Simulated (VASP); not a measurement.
Si:

```
Si
1.0
    -1.54924    1.58556    2.29938
     1.54924   -1.58556    2.29938
     1.54924    1.58556   -2.29938
Si
1
Direct
  0.50000 0.50000 0.00000
```

The cell was built from a structure type or drawn by symmetry, and may not be a known phase.

```yaml
Program: VASP 6.6.1
Task: relaxation of cell and atoms
Functional: PBE
Potentials_or_basis: VASP PAW PBE potentials, release 64 (Si)
Cutoff: 500 eV
k_mesh: 8 × 8 × 8
Occupations: gaussian, width 0.1 eV
Spin: no spin polarisation
```

At the start: pressure -14.7 GPa; volume 22.59 Å³/atom.

**Question.** How do energy, volume and symmetry change on relaxing?

**Answer.** Over 25 steps the energy falls by 627.5 meV/atom and the volume is 14.63 Å³/atom (-35.2 %); space group I4/mmm (No. 139, to 0.1 Å) before and after.

The path:
| step | energy change (eV) | largest force (eV/Å) | pressure (GPa) | volume (Å³) |
| --- | --- | --- | --- | --- |
| 1 | 0.0000 | 0.0000 | -14.67 | 22.59 |
| 2 | -0.4580 | 0.0000 | -8.04 | 16.48 |
| 3 | -0.5159 | 0.0000 | 2.49 | 14.07 |
| 4 | -0.5183 | 0.0000 | -0.27 | 14.52 |
| 5 | -0.5184 | 0.0000 | 0.54 | 14.38 |
| 6 | -0.5220 | 0.0000 | 1.71 | 14.27 |
| 7 | -0.5248 | 0.0000 | 1.32 | 14.32 |
| 8 | -0.5323 | 0.0000 | 0.17 | 14.51 |
| 9 | -0.5238 | 0.0000 | -1.82 | 15.07 |
| 10 | -0.5294 | 0.0000 | -1.63 | 15.11 |
| 11 | -0.5599 | 0.0000 | -2.49 | 15.21 |
| 12 | -0.6046 | 0.0000 | -4.46 | 15.37 |
| 13 | -0.6085 | 0.0000 | -4.57 | 15.41 |
| 14 | -0.6132 | 0.0000 | -3.86 | 15.25 |
| 15 | -0.6135 | 0.0000 | -4.02 | 15.28 |
| 16 | -0.6191 | 0.0000 | -3.01 | 15.09 |
| 17 | -0.6250 | 0.0000 | -0.89 | 14.73 |
| 18 | -0.6189 | 0.0000 | 4.11 | 14.01 |
| 19 | -0.6263 | 0.0000 | 0.19 | 14.56 |
| 20 | -0.6265 | 0.0000 | 0.90 | 14.45 |
| 21 | -0.6265 | 0.0000 | 0.72 | 14.48 |
| 22 | -0.6272 | 0.0000 | 0.64 | 14.50 |
| 23 | -0.6272 | 0.0000 | 0.62 | 14.51 |
| 24 | -0.6274 | 0.0000 | 0.31 | 14.55 |
| 25 | -0.6275 | 0.0000 | -0.16 | 14.63 |

Final structure:
```
Si
1.0
    -1.30498    1.66869    1.67976
     1.30498   -1.66869    1.67976
     1.30498    1.66869   -1.67976
Si
1
Cartesian
  0.0000 0.0000 1.6798
```

Caveat: the volume moved by over 15 % at a fixed basis, so the end points are rough.
